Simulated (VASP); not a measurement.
Al (a cell with a defect), 7 atoms in the cell. The cell holds a defect, 7 atoms: a = 5.727 Å, b = 5.727 Å, c = 5.727 Å, α = 60.00°, β = 60.00°, γ = 60.00°. 

| Quantity | Value |
| --- | --- |
| Program | VASP 6.6.1 |
| Task | single point |
| Functional | PBE |
| Potentials or basis | VASP PAW PBE potentials, release 64 (Al) |
| Cutoff | 400 eV |
| k mesh | 2 × 2 × 2 |
| Occupations | fermi-dirac, width 0.1 eV |
| Spin | no spin polarisation |
| Dipole correction | no |
| Further INCAR settings | ALGO = Normal; EDIFF = 1e-06; NBANDS = 20 |

Potentials or basis: VASP PAW PBE potentials, release 64 (Al).

Launch:

```console
$ cat potpaw_PBE.64/Al/POTCAR > POTCAR
$ mpirun -np 1 vasp_std > vasp.out
```

Hardware: 1 thread of Intel(R) Xeon(R) Platinum 8488C (Sapphire Rapids), on a shared host.

Q: Estimate the wall time of this run.

A: Run time: 12 s on 1 thread of Intel(R) Xeon(R) Platinum 8488C (Sapphire Rapids) (shared host), peak memory 0.22 GiB. Counts: scf iterations 12, k points 8.
